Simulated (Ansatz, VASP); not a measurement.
Rh in VASP and in Ansatz

```
Rh
1.0
     0.00000    1.93894    1.93894
     1.93894    0.00000    1.93894
     1.93894    1.93894    0.00000
Rh
1
Cartesian
  0.0000 0.0000 0.0000
```

Alike in both runs: task single point; functional PBE; k mesh 8 × 8 × 8; occupations gaussian, width 0.1 eV; no spin polarisation.

```csv
,VASP,Ansatz
version,VASP 6.6.1,Ansatz 0.2.0
potentials or method,"VASP PAW PBE potentials, release 64 (Rh_pv), cutoff 500 eV","scalar-relativistic, plane waves, PAW"
valence electrons in the cell,15,17
```

VASP gave:

| Quantity | Value |
| --- | --- |
| gap on the k mesh at the Fermi level (eV) | none |
| pressure (GPa) | -7.8 |

Task: Estimate Ansatz's values.

Result: gap on the k mesh at the Fermi level (eV): none; pressure (GPa): -8.0.

A gap of «none» marks a metal or a gap that the smearing closes. VASP's potentials hold 15 valence electrons a cell and Ansatz's 17, so a difference there can come from the potentials and not from the codes.
